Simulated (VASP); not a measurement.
Input of a VASP 6.6.1 run:

The input INCAR:

```
PREC = Accurate
ENCUT = 520
EDIFF = 1E-6
ISMEAR = -1
SIGMA = 0.05
LREAL = False
LASPH = True
NELM = 150
ALGO = Normal
ISIF = 2
LWAVE = False
LCHARG = False
ISPIN = 2
MAGMOM = 3 -3
LORBIT = 11
LMAXMIX = 4
GGA = RE
NBANDS = 24
```

File KPOINTS:

```
Automatic mesh
0
Gamma
  14 14 8
```

Contents of POSCAR:

```
Mn
1.0
    2.4990927820      0.0000000000      0.0000000000
   -1.2495463910      2.1642778356      0.0000000000
    0.0000000000      0.0000000000      4.0574458969
Mn
2
Direct
    0.3333333333      0.6666666667      0.2500000000
    0.6666666667      0.3333333333      0.7500000000
```

Potentials or basis: VASP PAW PBE potentials, release 64 (Mn_pv).

Run with:

```console
$ cat potpaw_PBE.64/Mn_pv/POTCAR > POTCAR
$ mpirun -np 1 vasp_std > vasp.out
```

Q: What does it give for the site moments?

A: Mn +0.76, -0.76 μB.

Q: What does it give for the band gap on the k mesh?

A: Zero (filled and empty bands overlap).
